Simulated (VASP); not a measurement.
**HfC: single point with PBE**

HfC:

```
Hf C
1.0
     0.00000    2.52303    2.52303
     2.52303    0.00000    2.52303
     2.52303    2.52303    0.00000
Hf C
1 1
Direct
  0.00000 0.00000 0.00000
  0.25000 0.25000 0.25000
```

```yaml
Program: VASP 6.6.1
Task: single point
Functional: PBE
Potentials_or_basis: VASP PAW PBE potentials, release 64 (Hf_pv, C)
Cutoff: 520 eV
k_mesh: 12 × 12 × 12
Occupations: gaussian, width 0.05 eV
Spin: no spin polarisation
Dipole_correction: no
Further_INCAR_settings: ALGO = Normal; EDIFF = 1e-06; NBANDS = 14
```

```yaml
Pressure: -0.5 GPa
Band_gap_on_the_k_mesh: 0.29 eV, direct
```

Levels at points of the mesh, in eV from the valence-band top:
```csv
k point,band 4,band 5,band 6,band 7,band 8,band 9,band 10,band 11
"(0.00, 0.00, 0.00)",-10.62,-2.25,-2.25,-2.25,3.24,3.60,3.60,9.11
"(0.50, 0.00, 0.00)",-8.97,-2.97,-1.66,-1.66,3.90,4.34,4.34,6.63
"(0.50, 0.50, 0.00)",-8.37,-4.10,-0.06,-0.06,0.48,4.39,5.24,5.81
```

Wall time 18 s on 1 thread of Intel Xeon 6975P-C, on a shared host, peak memory 0.18 GiB.

Caveat: spin-orbit coupling is left out, which moves the levels of the heavy elements. A k mesh can miss the band edges.
